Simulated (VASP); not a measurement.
# InSb3 in VASP: further runs, part 2 of 2

VASP 6.6.1. The steps go on from the part before.

## 4. Single point, PBEsol

This run uses another cell than the first one, of 28.14 Å³/atom, 1.062 times its volume.

File INCAR:

```
SYSTEM = InSb3
  PREC = Accurate
  ENCUT = 520
  EDIFF = 1E-6
  ISMEAR = 0
  SIGMA = 0.02
  LREAL = .False.
  LASPH = .True.
  NELM = 80
  ALGO = Normal
  ISIF = 2
  LWAVE = .False.
  LCHARG = .False.
  GGA = PS
  NBANDS = 22
```

File KPOINTS:

```
regular mesh
0
Gamma
  8 8 8
  0 0 0
```

File POSCAR:

```
InSb3
1.0
    0.0000000000      3.8321272950      3.8321272950
    3.8321272950      0.0000000000      3.8321272950
    3.8321272950      3.8321272950      0.0000000000
Sb In
3 1
Direct
    0.5000000000      0.5000000000      0.5000000000
    0.7500000000      0.7500000000      0.7500000000
    0.2500000000      0.2500000000      0.2500000000
    0.0000000000      0.0000000000      0.0000000000
```

Potentials or basis: VASP PAW PBE potentials, release 64 (Sb, In_d).

Run with:

```bash
> cat potpaw_PBE.64/Sb/POTCAR potpaw_PBE.64/In_d/POTCAR > POTCAR
> mpirun -np 1 vasp_std > vasp.out
```

OUTCAR:

```text
SYSTEM = InSb3
   PREC = Accurate
   ENCUT = 520
   EDIFF = 1E-6
   ISMEAR = 0
   LREAL = .False.
   LASPH = .True.
   NELM = 80
   ISIF = 2
   GGA = PS

 ion  position               nearest neighbor table
   1  0.500  0.500  0.500-   2 3.32   3 3.32   3 3.32   3 3.32   3 3.32   2 3.32   2 3.32   2 3.32
                             4 3.83   4 3.83   4 3.83   4 3.83   4 3.83   4 3.83
   2  0.750  0.750  0.750-   1 3.32   4 3.32   1 3.32   1 3.32   1 3.32   4 3.32   4 3.32   4 3.32

   3  0.250  0.250  0.250-   1 3.32   4 3.32   4 3.32   4 3.32   4 3.32   1 3.32   1 3.32   1 3.32

[... 804 lines left out ...]
  -------------------------------------------------------------------------------------
  Total       -3.2936583     -3.2936583     -3.2936583      0.0000000     -0.0000000      0.0000000
  in kB      -46.8855861    -46.8855861    -46.8855861      0.0000000     -0.0000000      0.0000000
  external PRESSURE =     -46.8855861 kB  Pullay stress =       0.0000000 kB

 VOLUME and BASIS-vectors are now :
 -----------------------------------------------------------------------------
  energy-cutoff  :      520.00
  volume of cell :      112.55
      direct lattice vectors                 reciprocal lattice vectors
     0.000000000  3.832127295  3.832127295    -0.130475833  0.130475833  0.130475833
     3.832127295  0.000000000  3.832127295     0.130475833 -0.130475833  0.130475833
     3.832127295  3.832127295  0.000000000     0.130475833  0.130475833 -0.130475833

 POSITION                                       TOTAL-FORCE (eV/Angst)
 -----------------------------------------------------------------------------------
      3.83213      3.83213      3.83213        -0.000000      0.000000     -0.000000
      5.74819      5.74819      5.74819         0.000000      0.000000      0.000000
      1.91606      1.91606      1.91606        -0.000000     -0.000000     -0.000000
      0.00000      0.00000      0.00000        -0.000000      0.000000     -0.000000
 -----------------------------------------------------------------------------------
    total drift:                               -0.000000      0.000000      0.000000

  FREE ENERGIE OF THE ION-ELECTRON SYSTEM (eV)
  ---------------------------------------------------
  free  energy   TOTEN  =       -16.0247264293 eV

  energy  without entropy=      -16.0241530951  energy(sigma->0) =      -16.02443976
```

OSZICAR:

```text
N       E                     dE             d eps       ncg     rms          rms(c)
DAV:   1     0.188136899938E+03    0.18814E+03   -0.10918E+04  1276   0.117E+03
DAV:   2     0.241797647407E+00   -0.18790E+03   -0.18091E+03  1392   0.291E+02
DAV:   3    -0.155703770775E+02   -0.15812E+02   -0.15341E+02  1646   0.866E+01
DAV:   4    -0.160632628358E+02   -0.49289E+00   -0.49058E+00  1404   0.156E+01
DAV:   5    -0.160853224719E+02   -0.22060E-01   -0.22058E-01  1890   0.351E+00    0.330E+00
DAV:   6    -0.160376810787E+02    0.47641E-01   -0.80659E-02  1670   0.335E+00    0.179E+00
DAV:   7    -0.160254363976E+02    0.12245E-01   -0.35990E-02  1728   0.169E+00    0.288E-01
DAV:   8    -0.160247249776E+02    0.71142E-03   -0.24959E-03  1660   0.502E-01    0.885E-02
DAV:   9    -0.160247275743E+02   -0.25967E-05   -0.22255E-04  1450   0.101E-01    0.345E-02
DAV:  10    -0.160247264979E+02    0.10764E-05   -0.16058E-05  1510   0.321E-02    0.105E-02
DAV:  11    -0.160247264293E+02    0.68572E-07   -0.10423E-06   836   0.906E-03
   1 F= -.16024726E+02 E0= -.16024440E+02  d E =-.573334E-03
```

stdout:

```text
POSCAR found type information on POSCAR SbIn
 POSCAR found :  2 types and       4 ions
 scaLAPACK will be used
 -----------------------------------------------------------------------------
|                                                                             |
|                                                                             |
|     You enforced a specific xc type in the INCAR file but a different       |
|     I HOPE YOU KNOW WHAT YOU ARE DOING!                                     |
|                                                                             |
 -----------------------------------------------------------------------------

 LDA part: xc-table for (Slater+PW92), standard interpolation
 POSCAR, INCAR and KPOINTS ok, starting setup
 FFT: planning ... GRIDC
 FFT: planning ... GRID_SOFT
 FFT: planning ... GRID
 WAVECAR not read
 entering main loop
```

It took 31 s on 1 thread of Intel Xeon Platinum 8559C (Emerald Rapids), shared host; peak memory 0.26 GiB.

What came out:

```yaml
Free_energy: -16.0247 eV
Pressure: -4.7 GPa
Band_gap_on_the_k_mesh: zero (band 14 reaches 8.58 eV, above the bottom of band 15 at 5.16 eV)
```

Levels at points of the mesh, in eV from the Fermi level:
| k point | band 10 | band 11 | band 12 | band 13 | band 14 | band 15 | band 16 | band 17 | band 18 | band 19 |
| --- | --- | --- | --- | --- | --- | --- | --- | --- | --- | --- |
| (0.00, 0.00, 0.00) | -2.39 | -2.39 | -2.39 | -2.30 | -2.30 | -2.30 | -0.64 | -0.64 | -0.64 | 3.49 |
| (0.50, 0.00, 0.00) | -3.32 | -3.32 | -2.51 | -2.51 | -0.31 | -0.16 | 1.87 | 1.87 | 3.03 | 3.03 |
| (0.50, 0.50, 0.00) | -4.90 | -4.90 | 0.24 | 0.86 | 0.86 | 1.11 | 1.64 | 1.76 | 1.76 | 4.01 |

Caveat: the PAW data sets were made with another functional, which shifts forces and pressure a little; spin-orbit coupling is left out, which moves the levels of the heavy elements.

## 5. Single point, PBEsol

This run uses another cell than the first one, of 27.32 Å³/atom, 1.031 times its volume.

File INCAR:

```
  PREC = Accurate
  ENCUT = 520
  EDIFF = 1E-6
  ISMEAR = 0
  SIGMA = 0.02
  LREAL = False
  LASPH = True
  NELM = 60
  ALGO = Normal
  ISIF = 2
  LWAVE = False
  LCHARG = False
  GGA = PS
  NBANDS = 22
```

File KPOINTS:

```
Automatic mesh
0
Gamma
  8 8 8
```

File POSCAR:

```
InSb3
1.0
    0.0000000000      3.7945550000      3.7945550000
    3.7945550000      0.0000000000      3.7945550000
    3.7945550000      3.7945550000      0.0000000000
Sb In
3 1
Direct
    0.5131767757      0.5131767757      0.4868232243
    0.7500000000      0.7500000000      0.7500000000
    0.2500000000      0.2500000000      0.2500000000
    0.0000000000      0.0000000000      0.0000000000
```

Run with:

```bash
> cat potpaw_PBE.64/Sb/POTCAR potpaw_PBE.64/In_d/POTCAR > POTCAR
> mpirun -np 1 vasp_std > vasp.out
```

It took 60 s on 1 thread of Intel Xeon Platinum 8559C (Emerald Rapids), shared host; peak memory 0.31 GiB.

The run converged. Its results:

* Free energy: -16.0992 eV
* Pressure: -3.3 GPa
* Largest force: 0.155 eV/Å
* Band gap on the k mesh: zero (band 14 reaches 8.96 eV, above the bottom of band 15 at 5.63 eV)

Forces on the atoms (eV/Å):
```
Sb   0.000  0.000 -0.155
Sb   0.000  0.000  0.025
Sb   0.000  0.000  0.025
In   0.000  0.000  0.105
```

Stress tensor (GPa, compression positive):
```
-3.28  0.00  0.00
 0.00 -3.28  0.00
 0.00  0.00 -3.20
```

Levels at points of the mesh, in eV from the Fermi level:
| k point | band 12 | band 13 | band 14 | band 15 | band 16 | band 17 |
| --- | --- | --- | --- | --- | --- | --- |
| (0.00, 0.00, 0.00) | -2.38 | -2.34 | -2.19 | -2.19 | -0.70 | -0.69 |
| (0.50, 0.00, 0.00) | -2.59 | -2.59 | -0.27 | -0.09 | 1.92 | 1.93 |
| (0.50, 0.50, 0.00) | 0.32 | 0.87 | 0.87 | 1.23 | 1.71 | 1.84 |
| (0.00, 0.50, 0.50) | 0.29 | 0.89 | 0.94 | 1.21 | 1.71 | 1.79 |

Caveat: the PAW data sets were made with another functional, which shifts forces and pressure a little; spin-orbit coupling is left out, which moves the levels of the heavy elements.

## 6. Summary

| cell | gap on the mesh (eV) | pressure (GPa) |
| --- | --- | --- |
| a = 5.312 Å, angles 60.0°, 4 atoms | none | -1.7 |
| a = 5.366 Å, angles 60.0°, 4 atoms | none | -3.3 |
| a = 5.419 Å, angles 60.0°, 4 atoms | none | -4.7 |

Some of these runs hold the atoms at other places in the same cell, which the table doesn't show; runs alike in all that it shows share one row.

Alike in all rows: task single point; level PBEsol; potentials or basis VASP PAW PBE potentials, release 64 (Sb, In_d); no spin polarisation; k mesh 8 × 8 × 8; cutoff (eV) 520; smearing gaussian 0.02 eV.

Caveats: the PAW data sets were made with another functional, which shifts forces and pressure a little; spin-orbit coupling is left out, which moves the levels of the heavy elements.

Total energies depend on the potentials used, so only differences within one code and one set of settings carry meaning.
